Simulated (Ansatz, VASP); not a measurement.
**HC4 in VASP and in Ansatz**

```
CELL_PARAMETERS angstrom
4.93130 0.00000 0.00000
-2.46565 4.27064 0.00000
0.00000 0.00000 18.00003
ATOMIC_POSITIONS crystal
C 0.33333 0.16667 0.22222
C 0.33333 0.66667 0.22222
C 0.83333 0.16667 0.22222
C 0.83333 0.66667 0.22222
C 0.16667 0.33333 0.22222
C 0.16667 0.83333 0.22222
C 0.66667 0.33333 0.22222
C 0.66667 0.83333 0.22222
H 0.21359 0.16667 0.28278
H 0.45308 0.16667 0.28278
```

Alike in both runs: task single point; functional PBE; dispersion D3(BJ); k mesh 6 × 6 × 1; occupations gaussian, width 0.1 eV; no spin polarisation.

|  | VASP | Ansatz |
| --- | --- | --- |
| version | VASP 6.6.1 | Ansatz 0.2.0 |
| potentials or method | VASP PAW PBE potentials, release 64 (C, H), cutoff 520 eV | scalar-relativistic, plane waves, PAW |
| valence electrons in the cell | 34 | 34 |

|  | VASP | Ansatz | Ansatz less VASP |
| --- | --- | --- | --- |
| gap on the k mesh at the Fermi level (eV) | none | none | - |
| rms of the force components (eV/Å) | 1.393 | 1.391 | -0.0019 |

Atom by atom the forces differ by 0.007 eV/Å (rms over components). A gap of «none» marks a metal or a gap that the smearing closes.
